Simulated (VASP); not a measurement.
# CdPd (P4/mmm) in VASP: single point with LDA

Aim: the single point of CdPd with LDA.

All numbers are computed with VASP 6.6.1; they aren't measurements. Logs are shortened: lines on timing, memory, paths and dates and some standing lists are left out, and cuts for length are marked.

**1. The cell of the first run**

The structure is tetragonal, space group P4/mmm (No. 123). Conventional cell: a = 2.964 Å, b = 2.964 Å, c = 3.622 Å, α = 90.00°, β = 90.00°, γ = 90.00°. Within 3.7 Å of Cd (site symmetry 4/mmm) lie 8 Pd at 2.77 Å and 6 Cd at 2.96 to 3.62 Å. Within 3.7 Å of Pd (site symmetry 4/mmm) lie 8 Cd at 2.77 Å and 6 Pd at 2.96 to 3.62 Å.

**2. Single point, LDA**

INCAR reads:

```
SYSTEM = CdPd
PREC = Accurate ; ENCUT = 520
EDIFF = 1E-6 ; ISMEAR = -1
SIGMA = 0.1 ; LREAL = .False.
LASPH = .True. ; NELM = 80
ALGO = Normal ; ISIF = 2
LWAVE = .False. ; LCHARG = .False.
NBANDS = 18
```

KPOINTS reads:

```
regular mesh
0
Gamma
  14 14 12
  0 0 0
```

POSCAR reads:

```
CdPd
1.0
    2.9643835521      0.0000000000      0.0000000000
    0.0000000000      2.9643835521      0.0000000000
    0.0000000000      0.0000000000      3.6224374426
Cd Pd
1 1
Direct
    0.0000000000      0.0000000000      0.0000000000
    0.5000000000      0.5000000000      0.5000000000
```

Potentials or basis: VASP PAW LDA potentials, release 64 (Cd, Pd).

Command:

```sh
$ cat potpaw_LDA.64/Cd/POTCAR potpaw_LDA.64/Pd/POTCAR > POTCAR
$ mpirun -np 1 vasp_std > vasp.out
```

OUTCAR:

```text
SYSTEM = CdPd
   PREC = Accurate
   ENCUT = 520
   EDIFF = 1E-6
   ISMEAR = -1
   LREAL = .False.
   LASPH = .True.
   NELM = 80
   ISIF = 2

 ion  position               nearest neighbor table
   1  0.000  0.000  0.000-   2 2.77   2 2.77   2 2.77   2 2.77   2 2.77   2 2.77   2 2.77   2 2.77

   2  0.500  0.500  0.500-   1 2.77   1 2.77   1 2.77   1 2.77   1 2.77   1 2.77   1 2.77   1 2.77

  LATTYP: Found a simple tetragonal cell.
 ALAT       =     2.9643835521
 C/A-ratio  =     1.2219867568

  Lattice vectors:

 A1 = (   2.9643835521,   0.0000000000,   0.0000000000)
 A2 = (   0.0000000000,   2.9643835521,   0.0000000000)
 A3 = (   0.0000000000,   0.0000000000,   3.6224374426)

Analysis of symmetry for initial positions (statically):
=====================================================================
 Subroutine PRICEL returns:
 Original cell was already a primitive cell.

 Routine SETGRP: Setting up the symmetry group for a
 simple tetragonal supercell.

 Subroutine GETGRP returns: Found 16 space group operations
 (whereof 16 operations were pure point group operations)
 out of a pool of 16 trial point group operations.

The static configuration has the point symmetry D_4h.

Analysis of symmetry for dynamics (positions and initial velocities):
=====================================================================
 Subroutine PRICEL returns:
 Original cell was already a primitive cell.

 Routine SETGRP: Setting up the symmetry group for a
 simple tetragonal supercell.

 Subroutine GETGRP returns: Found 16 space group operations
 (whereof 16 operations were pure point group operations)
 out of a pool of 16 trial point group operations.

The dynamic configuration has the point symmetry D_4h.

 Subroutine INISYM returns: Found 16 space group operations
 (whereof 16 operations are pure point group operations),
 and found     1 'primitive' translations

----------------------------------------------------------------------------------------

                                     Primitive cell

  volume of cell :      31.8324

  direct lattice vectors                    reciprocal lattice vectors
     2.964383552  0.000000000  0.000000000     0.337338264  0.000000000  0.000000000
     0.000000000  2.964383552  0.000000000     0.000000000  0.337338264  0.000000000
     0.000000000  0.000000000  3.622437443     0.000000000  0.000000000  0.276057217

  length of vectors
     2.964383552  2.964383552  3.622437443     0.337338264  0.337338264  0.276057217

  position of ions in fractional coordinates (direct lattice)
     0.000000000  0.000000000  0.000000000
     0.500000000  0.500000000  0.500000000

  ion indices of the primitive-cell ions
   primitive index   ion index
                 1           1
                 2           2

----------------------------------------------------------------------------------------

 KPOINTS: regular mesh

Automatic generation of k-mesh.
 Grid dimensions read from file:
 generate k-points for:   14   14   12

 Generating k-lattice:

  Cartesian coordinates                     Fractional coordinates (reciprocal lattice)
     0.024095590  0.000000000  0.000000000     0.071428571  0.000000000  0.000000000
     0.000000000  0.024095590  0.000000000     0.000000000  0.071428571  0.000000000
     0.000000000  0.000000000  0.023004768     0.000000000  0.000000000  0.083333333

  Length of vectors
     0.024095590  0.024095590  0.023004768

  Shift w.r.t. Gamma in fractional coordinates (k-lattice)
     0.000000000  0.000000000  0.000000000

 Subroutine IBZKPT returns following result:
 ===========================================

 Found    252 irreducible k-points:

 Following reciprocal coordinates:
            Coordinates               Weight
  0.000000  0.000000  0.000000      1.000000
  0.071429  0.000000  0.000000      4.000000
  0.142857  0.000000  0.000000      4.000000
  0.214286  0.000000  0.000000      4.000000
  0.285714  0.000000  0.000000      4.000000
  0.357143  0.000000  0.000000      4.000000
[... 16 lines left out ...]
  0.285714  0.214286  0.000000      8.000000
  0.357143  0.214286  0.000000      8.000000
 [... further k-points ...]
   k-points           NKPTS =    252   k-points in BZ     NKDIM =    252   number of bands    NBANDS=     18
   number of dos      NEDOS =    301   number of ions     NIONS =      2
   total plane-waves  NPLWV =  16128
   dimension x,y,z NGX =    24 NGY =   24 NGZ =   28
   dimension x,y,z NGXF=    48 NGYF=   48 NGZF=   56
   ions per type =               1   1
   NGX,Y,Z   is equivalent  to a cutoff of  13.46, 13.46, 12.85 a.u.
   NGXF,Y,Z  is equivalent  to a cutoff of  26.92, 26.92, 25.70 a.u.
 SYSTEM =  CdPd
   PREC   = accura    normal or accurate (medium, high low for compatibility)
   ISTART =      0    job   : 0-new  1-cont  2-samecut
   ICHARG =      2    charge: 1-file 2-atom 10-const
   ISPIN  =      1    spin polarized calculation?
   LNONCOLLINEAR =      F non collinear calculations
   LSORBIT =      F    spin-orbit coupling
   LASPH  =      T    aspherical Exc in radial PAW
   ENCUT  =  520.0 eV  38.22 Ry    6.18 a.u.   5.51  5.51  6.74*2*pi/ulx,y,z
   NELM   =     80;   NELMIN=  2; NELMDL= -5     # of ELM steps
   EDIFF  = 0.1E-05   stopping-criterion for ELM
   LREAL  =      F    real-space projection
   EDIFFG = 0.1E-04   stopping-criterion for IOM
   NSW    =      0    number of steps for IOM
   IBRION =     -1    ionic relax: 0-MD 1-quasi-New 2-CG
   NFREE  =      0    steps in history (QN), initial steepest desc. (CG)
   ISIF   =      2    stress and relaxation
   ISYM   =      2    0-nonsym 1-usesym 2-fastsym
   POTIM  = 0.5000    time-step for ionic-motion
   TEBEG  =    0.0;   TEEND  =   0.0 temperature during run
   PSTRESS=    0.0 pullay stress
   NELECT =      22.0000    total number of electrons
   NUPDOWN=      -1.0000    fix difference up-down
   EMIN   =  10.00;   EMAX   =-10.00  energy-range for DOS
   EFERMI =   0.00;   METHOD = LEGACY
   ISMEAR =    -1;   SIGMA  =   0.10  broadening in eV -4-tet -1-fermi 0-gaus
   EFERMI_NEDOS =   21; number of points for ismear=-14 and -15
   IALGO  =     38    algorithm
   IMIX   =      4    mixing-type and parameters
     AMIX     =   0.40;   BMIX     =  1.00
     AMIX_MAG =   1.60;   BMIX_MAG =  1.00
  volume/ion in A,a.u.               =      15.92       107.41
  Fermi-wavevector in a.u.,A,eV,Ry     =   1.447413  2.735214 28.504269  2.095005
  Thomas-Fermi vector in A             =   2.565371
   LORBIT       =      0    0 simple, 1 ext, 2 COOP (PROOUT), +10 PAW based schemes
   GGA     = CA    functional components
   LHFCALC =     F    Hartree Fock is set to
   AEXX    =    0.0000 exact exchange contribution
   IVDW    =     0    specifies the selected vdW correction
   LEPSILON=     F    determine dielectric tensor
   LRPA    =     F    only Hartree local field effects (RPA)
 non-spin polarized calculation
  energy-cutoff  :      520.00
  volume of cell :       31.83
 maximum number of plane-waves:       878
 NGX is ok and might be reduce to    24
   NGX = 11   NGY = 11   NGZ = 13

 number of electron      22.0000009 magnetization

 Free energy of the ion-electron system (eV)
  ---------------------------------------------------
  ext. energy  EPLUGINS =         0.00000000
  ---------------------------------------------------
  free energy    TOTEN  =        -8.87457208 eV

  energy without entropy =       -8.85925275  energy(sigma->0) =       -8.86691241

 E-fermi :   6.7460     XC(G=0): -13.0538

 val. band max:        6.7458325356   @ k =   0.2143   0.0000   0.3333
 cond. band min:       6.7923923424   @ k =   0.5000   0.1429   0.5000
 fundamental gap:      0.0465598068
 Fermi energy:         6.7460282122

 k-point     1 :       0.0000    0.0000    0.0000
  band No.  band energies     occupation
      1      -2.8924      2.00000
      2      -2.7502      2.00000
      3      -2.2431      2.00000
      4      -1.7049      2.00000
      5      -1.7049      2.00000
      6      -1.3980      2.00000
[... 10 lines left out ...]
     17      22.4403      0.00000
     18      23.2094      0.00000

 k-point     2 :       0.0714    0.0000    0.0000
  band No.  band energies     occupation
      1      -2.8592      2.00000
      2      -2.6946      2.00000
      3      -2.1622      2.00000
      4      -1.7290      2.00000
      5      -1.6951      2.00000
      6      -1.4196      2.00000
[... 10 lines left out ...]
     17      23.1721      0.00000
     18      23.2669      0.00000

 k-point     3 :       0.1429    0.0000    0.0000
  band No.  band energies     occupation
      1      -2.7894      2.00000
      2      -2.5368      2.00000
      3      -1.8948      2.00000
      4      -1.7958      2.00000
      5      -1.6675      2.00000
      6      -1.4793      2.00000
[... 10 lines left out ...]
     17      23.3164      0.00000
     18      24.4142      0.00000

 k-point     4 :       0.2143    0.0000    0.0000
  band No.  band energies     occupation
      1      -2.7065      2.00000
      2      -2.3322      2.00000
      3      -1.8908      2.00000
      4      -1.6271      2.00000
      5      -1.5644      2.00000
      6      -1.4040      2.00000
[... 10 lines left out ...]
     17      22.9366      0.00000
     18      23.3685      0.00000

 k-point     5 :       0.2857    0.0000    0.0000
  band No.  band energies     occupation
      1      -2.6204      2.00000
      2      -2.1279      2.00000
      3      -1.9940      2.00000
      4      -1.6571      2.00000
      5      -1.5814      2.00000
      6      -0.7013      2.00000
[... 10 lines left out ...]
     17      21.8640      0.00000
     18      22.6914      0.00000

 k-point     6 :       0.3571    0.0000    0.0000
  band No.  band energies     occupation
      1      -2.5441      2.00000
      2      -2.0852      2.00000
      3      -1.9527      2.00000
      4      -1.7392      2.00000
      5      -1.5395      2.00000
      6       0.1562      2.00000
[... 10 lines left out ...]
     17      20.4100      0.00000
     18      22.3859      0.00000

 k-point     7 :       0.4286    0.0000    0.0000
  band No.  band energies     occupation
      1      -2.4911      2.00000
      2      -2.1472      2.00000
      3      -1.8336      2.00000
      4      -1.7951      2.00000
      5      -1.5101      2.00000
      6       1.0436      2.00000
[... 10 lines left out ...]
     17      20.7911      0.00000
     18      22.2623      0.00000

 k-point     8 :       0.5000    0.0000    0.0000
  band No.  band energies     occupation
      1      -2.4721      2.00000
      2      -2.1692      2.00000
      3      -1.8150      2.00000
      4      -1.7913      2.00000
      5      -1.4995      2.00000
      6       1.5369      2.00000
[... 10 lines left out ...]
     17      22.2214      0.00000
     18      22.2316      0.00000
[... 229 lines left out ...]
     17      20.5587      0.00000
     18      21.3491      0.00000

 k-point    20 :       0.4286    0.1429    0.0000
  band No.  band energies     occupation
      1      -2.2747      2.00000
      2      -2.1981      2.00000
      3      -2.0710      2.00000
      4      -1.8123      2.00000
      5      -1.7148      2.00000
      6       1.5115      2.00000
[... 10 lines left out ...]
     17      19.2504      0.00000
     18      20.1500      0.00000

 k-point    21 :       0.5000    0.1429    0.0000
  band No.  band energies     occupation
      1      -2.2531      2.00000
      2      -2.2216      2.00000
      3      -2.0980      2.00000
      4      -1.7728      2.00000
      5      -1.7141      2.00000
      6       2.1100      2.00000
[... 10 lines left out ...]
     17      18.3057      0.00000
     18      19.6269      0.00000

 k-point    22 :       0.2143    0.2143    0.0000
  band No.  band energies     occupation
      1      -2.2600      2.00000
      2      -2.2510      2.00000
      3      -1.9918      2.00000
      4      -1.9666      2.00000
      5      -1.7973      2.00000
      6      -0.3988      2.00000
[... 10 lines left out ...]
     17      22.6582      0.00000
     18      23.5852      0.00000

 k-point    23 :       0.2857    0.2143    0.0000
  band No.  band energies     occupation
      1      -2.2324      2.00000
      2      -2.0866      2.00000
      3      -2.0862      2.00000
      4      -2.0190      2.00000
      5      -1.8535      2.00000
      6       0.2635      2.00000
[... 10 lines left out ...]
     17      21.5604      0.00000
     18      22.1553      0.00000

 k-point    24 :       0.3571    0.2143    0.0000
  band No.  band energies     occupation
      1      -2.2681      2.00000
      2      -2.1832      2.00000
      3      -2.1186      2.00000
      4      -1.8900      2.00000
      5      -1.8327      2.00000
      6       1.0655      2.00000
[... 10 lines left out ...]
     17      20.3323      0.00000
     18      20.6318      0.00000

 [... further k-points ...]
[... 5 lines left out ...]
  --------------------------------------------------------------------------------------
  -------------------------------------------------------------------------------------
  Total        0.2985269      0.2985269      0.3318852      0.0000000      0.0000000      0.0000000
  in kB       15.0253396     15.0253396     16.7043196      0.0000000      0.0000000      0.0000000
  external PRESSURE =      15.5849996 kB  Pullay stress =       0.0000000 kB

 VOLUME and BASIS-vectors are now :
 -----------------------------------------------------------------------------
  energy-cutoff  :      520.00
  volume of cell :       31.83
      direct lattice vectors                 reciprocal lattice vectors
     2.964383552  0.000000000  0.000000000     0.337338264  0.000000000  0.000000000
     0.000000000  2.964383552  0.000000000     0.000000000  0.337338264  0.000000000
     0.000000000  0.000000000  3.622437443     0.000000000  0.000000000  0.276057217

 POSITION                                       TOTAL-FORCE (eV/Angst)
 -----------------------------------------------------------------------------------
      0.00000      0.00000      0.00000         0.000000      0.000000      0.000000
      1.48219      1.48219      1.81122         0.000000      0.000000      0.000000
 -----------------------------------------------------------------------------------
    total drift:                                0.000000      0.000000     -0.000000

  FREE ENERGIE OF THE ION-ELECTRON SYSTEM (eV)
  ---------------------------------------------------
  free  energy   TOTEN  =        -8.8745720808 eV

  energy  without entropy=       -8.8592527457  energy(sigma->0) =       -8.86691241
```

Wall time 1.9 min (1 thread of AMD EPYC 7R13 (Zen 3), shared host); peak memory 0.22 GiB.

What came out:

* Free energy: -8.8746 eV
* Pressure: 1.6 GPa
* Band gap on the k mesh: zero (band 11 reaches 10.90 eV, above the bottom of band 12 at 5.09 eV)

Stress tensor (GPa, compression positive):
```
1.50 0.00 0.00
0.00 1.50 0.00
0.00 0.00 1.67
```

Levels at points of the mesh, in eV from the Fermi level:
```tsv
k point	band 8	band 9	band 10	band 11	band 12	band 13	band 14	band 15
(0.00, 0.00, 0.00)	-3.31	-1.77	-1.77	-1.46	2.80	8.51	8.51	9.36
(0.50, 0.00, 0.00)	-3.70	-3.46	-2.57	-2.03	0.34	10.28	10.35	10.64
(0.50, 0.50, 0.00)	-2.24	-2.24	-0.80	-0.07	-0.07	5.20	5.85	10.47
(0.00, 0.00, 0.50)	-4.07	-2.50	-2.50	-1.91	-1.56	13.38	13.38	14.16
(0.50, 0.00, 0.50)	-2.02	-1.79	-1.56	-1.51	-0.87	3.42	4.00	14.37
(0.50, 0.50, 0.50)	-4.34	-1.73	-0.79	4.06	5.78	5.78	5.82	5.82
```
